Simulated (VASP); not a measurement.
Input of a VASP 6.6.1 run:

INCAR

```
SYSTEM = Ti2WN3
PREC = Accurate
ENCUT = 520
EDIFF = 1E-6
ISMEAR = 0
SIGMA = 0.1
LREAL = .FALSE.
LASPH = .TRUE.
NELM = 100
ALGO = Normal
ISIF = 2
LWAVE = .FALSE.
LCHARG = .FALSE.
GGA = PE
NBANDS = 36
```

File KPOINTS:

```
regular mesh
0
G
  12 12 6
  0 0 0
```

Contents of POSCAR:

```
Ti2WN3
1.0
    2.9741191325      0.0000000000      0.0000000000
   -1.4870595663      2.5756627226      0.0000000000
    0.0000000000      0.0000000000      7.6611551711
Ti W N
2 1 3
Direct
    0.3333333333      0.6666666667      0.6561115132
    0.6666666667      0.3333333333      0.3438884868
    0.0000000000      0.0000000000      0.0000000000
    0.6666666667      0.3333333333      0.8241894479
    0.3333333333      0.6666666667      0.1758105521
    0.0000000000      0.0000000000      0.5000000000
```

Potentials or basis: VASP PAW PBE potentials, release 64 (Ti_sv, W_sv, N).

Launch:

```console
$ cat potpaw_PBE.64/Ti_sv/POTCAR potpaw_PBE.64/W_sv/POTCAR potpaw_PBE.64/N/POTCAR > POTCAR
$ mpirun -np 1 vasp_std > vasp.out
```

Q: What does it give for the largest force?

A: 0.036 eV/Å.

Q: Predict the band gap on the k mesh.

A: Zero (an odd number of electrons rules out a gap without spin polarisation).

Q: Predict the pressure.

A: 0.8 GPa.

Forces on the atoms (eV/Å):
```
Ti   0.000  0.000  0.005
Ti   0.000  0.000 -0.005
W    0.000  0.000  0.000
N    0.000  0.000 -0.036
N    0.000  0.000  0.036
N    0.000  0.000  0.000
```

Caveat: spin-orbit coupling is left out, which moves the levels of the heavy elements.
